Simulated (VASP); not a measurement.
Here is a VASP 6.6.1 calculation.

File INCAR:

```
ALGO = Normal ; EDIFF = 1E-6
ENCUT = 520 ; GGA = PE
ISIF = 2 ; ISMEAR = 0
ISPIN = 2 ; LASPH = T
LCHARG = F ; LORBIT = 11
LREAL = F ; LWAVE = F
MAGMOM = 0.5 0.5 ; NBANDS = 20
NELM = 150 ; PREC = Accurate
SIGMA = 0.05
```

The input KPOINTS:

```
k-points
0
Gamma
  1 1 14
```

POSCAR

```
CdSe
1.0
    9.0000000000      0.0000000000      0.0000000000
    0.0000000000      9.3000000000      0.0000000000
    0.0000000000      0.0000000000      4.8299504740
Cd Se
1 1
Direct
    0.5000000000      0.5000000000      0.0000000000
    0.5000000000      0.5000000000      0.5000000000
```

Potentials or basis: VASP PAW PBE potentials, release 64 (Cd, Se).

Launch:

```sh
$ cat potpaw_PBE.64/Cd/POTCAR potpaw_PBE.64/Se/POTCAR > POTCAR
$ mpirun -np 1 vasp_std > vasp.out
```

Question: Estimate the band gap on the k mesh.

Answer: 0.28 eV, indirect (least direct gap 1.06 eV).

Question: What does it give for the net moment?

Answer: 0.00 μB per cell.
